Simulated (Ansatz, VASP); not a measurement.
# Two plane-wave programs on Zr2CdF6

Contents of INCAR:

```
PREC = Accurate
ENCUT = 600
EDIFF = 1E-6
ISMEAR = 0
SIGMA = 0.1
LREAL = F
LASPH = T
NELM = 100
ALGO = Normal
ISIF = 3
LWAVE = F
LCHARG = F
GGA = PE
IBRION = 2
NSW = 90
EDIFFG = -0.04
```

Contents of KPOINTS:

```
regular mesh
0
Gamma
  4 4 4
```

POSCAR

```
Zr2CdF6
1.0
    0.0000000000      4.0047614500      4.0047614500
    4.0047614500      0.0000000000      4.0047614500
    4.0047614500      4.0047614500      0.0000000000
Zr Cd F
2 1 6
Direct
    0.2500000000      0.2500000000      0.2500000000
    0.7500000000      0.7500000000      0.7500000000
    0.0000000000      0.0000000000      0.0000000000
    0.7500000000      0.2500000000      0.2500000000
    0.2500000000      0.7500000000      0.7500000000
    0.2500000000      0.7500000000      0.2500000000
    0.7500000000      0.2500000000      0.7500000000
    0.2500000000      0.2500000000      0.7500000000
    0.7500000000      0.7500000000      0.2500000000
```

Input for Ansatz:

```yaml
crystal:
  lattice:
    - [0.0, 4.00476145, 4.00476145]
    - [4.00476145, 0.0, 4.00476145]
    - [4.00476145, 4.00476145, 0.0]
  atoms:
    - { symbol: Zr, position: [0.25, 0.25, 0.25] }
    - { symbol: Zr, position: [0.75, 0.75, 0.75] }
    - { symbol: Cd, position: [0.0, 0.0, 0.0] }
    - { symbol: F, position: [0.75, 0.25, 0.25] }
    - { symbol: F, position: [0.25, 0.75, 0.75] }
    - { symbol: F, position: [0.25, 0.75, 0.25] }
    - { symbol: F, position: [0.75, 0.25, 0.75] }
    - { symbol: F, position: [0.25, 0.25, 0.75] }
    - { symbol: F, position: [0.75, 0.75, 0.25] }
basis:
  ecutwfc: 420
kpoints:
  mp_grid: { grid: [4, 4, 4] }
hamiltonian:
  xc: pbe
scf:
  occupations: { method: gaussian, width: 0.1 }
  lower_state_search: "off"
output:
  forces: true
  stress: true
  eigenvalues: true
relax:
  adjacent_minimum: "off"
  f_tol: 0.04
  max_steps: 70
  cell: { stress_tol: 0.4 }
```

Change from the starting cell: ordered vacancies on the cation sites of perovskite (Fm-3m, No. 225).

Alike in both runs: task relaxation of cell and atoms; functional PBE; k mesh 4 × 4 × 4; occupations gaussian, width 0.1 eV; no spin polarisation.

|  | VASP | Ansatz |
| --- | --- | --- |
| version | VASP 6.6.1 | Ansatz 0.2.0 |
| potentials or method | VASP PAW PBE potentials, release 64 (Zr_sv, Cd, F), cutoff 600 eV | scalar-relativistic, plane waves, PAW |
| valence electrons in the cell | 78 | 86 |

Ansatz gave:

| Item | Value |
| --- | --- |
| gap on the k mesh at the Fermi level, each at its own relaxed structure (eV) | none |
| relaxed volume (Å³/atom) | 13.66 |
| relaxed length of the cell vector where the two differ most in proportion (Å) | 5.582 |

Q: Estimate VASP's values.

A: gap on the k mesh at the Fermi level, each at its own relaxed structure (eV): none; relaxed volume (Å³/atom): 13.63; relaxed length of the cell vector where the two differ most in proportion (Å): 5.577.

A gap of «none» marks a metal or a gap that the smearing closes. VASP's potentials hold 78 valence electrons a cell and Ansatz's 86, so a difference there can come from the potentials and not from the codes.
